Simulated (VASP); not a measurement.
Wanted: the native input for a VASP 6.6.1 run.

| Item | Value |
| --- | --- |
| Task | relaxation of cell and atoms |
| Functional | PBE |
| Potentials or basis | VASP PAW PBE potentials, release 64 (Li_sv, S) |
| Cutoff | 600 eV |
| k mesh | 6 × 6 × 6 |
| Occupations | gaussian, width 0.1 eV |
| Spin | no spin polarisation |
| Dipole correction | no |
| Further INCAR settings | ALGO = Normal; EDIFF = 1e-06; IBRION = 2; EDIFFG = -0.04; NSW = 90; ISIF = 3 |

The structure of LiS3 lies in POSCAR:

```
LiS3
1.0
   -2.5173829582      2.5173829582      2.5173829582
    2.5173829582     -2.5173829582      2.5173829582
    2.5173829582      2.5173829582     -2.5173829582
Li S
1 3
Direct
    0.0000000000      0.0000000000      0.0000000000
    0.0000000000      0.5000000000      0.5000000000
    0.5000000000      0.0000000000      0.5000000000
    0.5000000000      0.5000000000      0.0000000000
```

The cell was built from a structure type or drawn by symmetry, and may not be a known phase.

The input as run:

INCAR

```
PREC = Accurate
ENCUT = 600
EDIFF = 1E-6
ISMEAR = 0
SIGMA = 0.1
LREAL = F
LASPH = T
NELM = 100
ALGO = Normal
ISIF = 3
LWAVE = F
LCHARG = F
GGA = PE
IBRION = 2
NSW = 90
EDIFFG = -0.04
```

KPOINTS

```
Automatic mesh
0
Gamma
  6 6 6
```

Potentials or basis: VASP PAW PBE potentials, release 64 (Li_sv, S).

Run with:

```sh
$ cat potpaw_PBE.64/Li_sv/POTCAR potpaw_PBE.64/S/POTCAR > POTCAR
$ mpirun -np 1 vasp_std > vasp.out
```

It gave:

* Relaxed volume: 15.80 Å³/atom
* Relaxed cell: a = 4.346 Å, b = 4.346 Å, c = 4.346 Å, α = 109.47°, β = 109.47°, γ = 109.47°
* Space group after relaxing (to 0.1 Å): Im-3m (No. 229)
* Energy gained by relaxing: 0.3 meV/atom
* Ionic steps: 2
* Pressure after relaxing: 0.0 GPa
* Band gap on the k mesh: zero (an odd number of electrons rules out a gap without spin polarisation)

Caveat: the cutoff is under 1.25 times the usual one of these potentials, so pressure, stress and relaxed cells hold a basis-set (Pulay) error.

Run time: 13 s on 1 thread of Intel(R) Xeon(R) 6975P-C (Granite Rapids), on a shared host, peak memory 0.2 GiB.
